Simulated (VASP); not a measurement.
A run of VASP 6.6.1 is set up as follows.

INCAR

```
SYSTEM = SiC
PREC = Accurate ; ENCUT = 600
EDIFF = 1E-6 ; ISMEAR = 0
SIGMA = 0.01 ; LREAL = .False.
LASPH = .True. ; NELM = 80
ALGO = Normal ; ISIF = 3
LWAVE = .False. ; LCHARG = .False.
GGA = PE ; IBRION = 2
NSW = 80 ; EDIFFG = -0.02
```

The input KPOINTS:

```
regular mesh
0
Gamma
  8 8 8
  0 0 0
```

File POSCAR:

```
SiC
1.0
    0.0000000000      2.1790000000      2.1790000000
    2.1790000000      0.0000000000      2.1790000000
    2.1790000000      2.1790000000      0.0000000000
Si C
1 1
Direct
    0.0000000000      0.0000000000      0.0000000000
    0.2500000000      0.2500000000      0.2500000000
```

Potentials or basis: VASP PAW PBE potentials, release 64 (Si, C).

The run is started by

```console
$ cat potpaw_PBE.64/Si/POTCAR potpaw_PBE.64/C/POTCAR > POTCAR
$ mpirun -np 1 vasp_std > vasp.out
```

Estimate the relaxed cell.

a = 3.096 Å, b = 3.096 Å, c = 3.096 Å, α = 60.00°, β = 60.00°, γ = 60.00°.

Estimate the relaxed volume.

10.49 Å³/atom.

Estimate the space group after relaxing (to 0.05 Å).

F-43m (No. 216).

The path:
| step | energy change (eV) | largest force (eV/Å) | pressure (GPa) | volume (Å³) |
| --- | --- | --- | --- | --- |
| 1 | 0.0000 | 0.0000 | 3.09 | 20.69 |
| 2 | 0.0002 | 0.0000 | -3.01 | 21.29 |
| 3 | -0.0028 | 0.0000 | 0.01 | 20.99 |

PBE usually gives volumes a little too large and moduli too small. Zero-point motion and thermal expansion aren't in these numbers.
